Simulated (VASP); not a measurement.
Input of a VASP 6.6.1 run:

INCAR

```
ALGO     = Normal         # electronic algorithm
EDIFF    = 1E-6           # SCF threshold, eV
ENCUT    = 520            # plane-wave cutoff, eV
ISIF     = 2              # what is computed and relaxed
ISMEAR   = 0              # smearing method
LASPH    = True           # aspherical terms in the spheres
LCHARG   = False          # write CHGCAR
LDAU     = True           # DFT+U
LDAUJ    = 0 0 0        
LDAUL    = -1 2 -1        # shell
LDAUPRINT= 1            
LDAUTYPE = 2            
LDAUU    = 0 4 0          # U, eV
LMAXMIX  = 4              # l up to which the mixer works
LREAL    = False          # projectors in reciprocal space
LWAVE    = False          # write WAVECAR
NBANDS   = 28             # bands
NELM     = 150            # most SCF steps
PREC     = Accurate       # precision mode
SIGMA    = 0.01           # smearing width, eV
```

File KPOINTS:

```
k-points
0
Gamma
  4 4 4
```

The input POSCAR:

```
BaTiO3
1.0
    4.0060000000      0.0000000000      0.0000000000
    0.0000000000      4.0060000000      0.0000000000
    0.0000000000      0.0000000000      4.0060000000
Ba Ti O
1 1 3
Direct
    0.5000000000      0.5000000000      0.5000000000
    0.0000000000      0.0000000000      0.0000000000
    0.5000000000      0.0000000000      0.0000000000
    0.0000000000      0.5000000000      0.0000000000
    0.0000000000      0.0000000000      0.5000000000
```

Potentials or basis: VASP PAW LDA potentials, release 64 (Ba_sv, Ti_sv, O).

Launch:

```bash
$ cat potpaw_LDA.64/Ba_sv/POTCAR potpaw_LDA.64/Ti_sv/POTCAR potpaw_LDA.64/O/POTCAR > POTCAR
$ mpirun -np 1 vasp_std > vasp.out
```

Q: Predict the band gap on the k mesh.

A: 2.09 eV, indirect (least direct gap 2.27 eV).

Q: Predict the pressure.

A: -4.1 GPa.

Eigenvalues of the final occupation matrices:
```csv
site,spin,trace,eigenvalues
site 2 d,1,0.80,0.11 0.11 0.11 0.24 0.24
site 2 d,2,0.80,0.11 0.11 0.11 0.24 0.24
```

Caveat: spin-orbit coupling is left out, which moves the levels of the heavy elements. A k mesh can miss the band edges.
